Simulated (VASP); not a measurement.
Ir: single point with LDA

Crystal: Ir.

```
CELL_PARAMETERS angstrom
0.00480 1.91970 1.91970
1.91970 0.00480 1.91970
1.92450 1.92450 0.00000
ATOMIC_POSITIONS crystal
Ir 0.00000 0.00000 0.00000
```

This cell differs from its parent crystal: strain +0.0050 x Voigt [0, 0, 0, 0, 0, 1].

```
Program             : VASP 6.6.1
Task                : single point
Functional          : LDA
Potentials or basis : VASP PAW LDA potentials, release 64 (Ir)
Cutoff              : 520 eV
k mesh              : 22 × 22 × 22
Occupations         : gaussian, width 0.15 eV
Spin                : no spin polarisation
```

The pressure is -6.0 GPa. The band gap on the k mesh is zero (an odd number of electrons rules out a gap without spin polarisation).

Stress tensor (GPa, compression positive):
```
-6.00 -1.34  0.00
-1.34 -6.00  0.00
 0.00  0.00 -6.02
```

Levels at points of the mesh, in eV from the Fermi level:
| k point | band 1 | band 2 | band 3 | band 4 | band 5 | band 6 | band 7 | band 8 |
| --- | --- | --- | --- | --- | --- | --- | --- | --- |
| (0.00, 0.00, 0.00) | -11.07 | -3.93 | -3.89 | -3.85 | -1.16 | -1.16 | 14.38 | 19.83 |
| (0.50, 0.00, 0.00) | -8.08 | -4.01 | -3.95 | -0.66 | 0.91 | 0.95 | 7.33 | 13.89 |
| (0.50, 0.50, 0.00) | -7.89 | -7.33 | 0.91 | 1.49 | 1.50 | 1.77 | 10.54 | 11.63 |
| (0.00, 0.00, 0.50) | -8.09 | -4.00 | -3.94 | -0.71 | 0.90 | 0.94 | 7.25 | 13.94 |
| (0.50, 0.00, 0.50) | -7.89 | -7.33 | 0.91 | 1.49 | 1.50 | 1.77 | 10.54 | 11.73 |

Run time: 12 min on 1 thread of AMD EPYC 7571, with other jobs on the host, peak memory 0.29 GiB.

Caveat: the cell differs from its parent crystal (strain +0.0050 x Voigt [0, 0, 0, 0, 0, 1]); the cell stands under tension; spin-orbit coupling is left out, which moves the levels of the heavy elements.
